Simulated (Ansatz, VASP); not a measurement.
## Te: VASP beside Ansatz

```xyz
4
Lattice="8.3805 -0.2530 0.0000 -0.0866 3.1645 0.0000 0.0000 0.0000 4.4352" Properties=species:S:1:pos:R:3 pbc="T T T"
Te    6.1688    1.4098    2.3816
Te    1.9786    1.5363    2.0536
Te    0.0300    1.5649    0.0371
Te    4.2203    1.4384   -0.0371
```

Alike in both runs: task single point; functional PBEsol; k mesh 6 × 12 × 8; occupations gaussian, width 0.1 eV; no spin polarisation.

```csv
,VASP,Ansatz
version,VASP 6.6.1,Ansatz 0.2.0
potentials or method,"VASP PAW PBE potentials, release 64 (Te), cutoff 520 eV","scalar-relativistic, plane waves, PAW"
valence electrons in the cell,24,64
```

|  | VASP | Ansatz | Ansatz less VASP |
| --- | --- | --- | --- |
| gap on the k mesh at the Fermi level (eV) | none | none | - |
| pressure (GPa) | 5.5 | 5.4 | -0.12 |
| traceless stress, the component that is largest in VASP (GPa) | -3.60 | -3.56 | +0.033 |
| rms of the force components (eV/Å) | 0.493 | 0.483 | -0.0105 |

VASP's potentials were made for PBE, not for PBEsol. Atom by atom the forces differ by 0.011 eV/Å (rms over components). A gap of «none» marks a metal or a gap that the smearing closes. VASP's potentials hold 24 valence electrons a cell and Ansatz's 64, so a difference there can come from the potentials and not from the codes.

Spin-orbit coupling is off throughout.
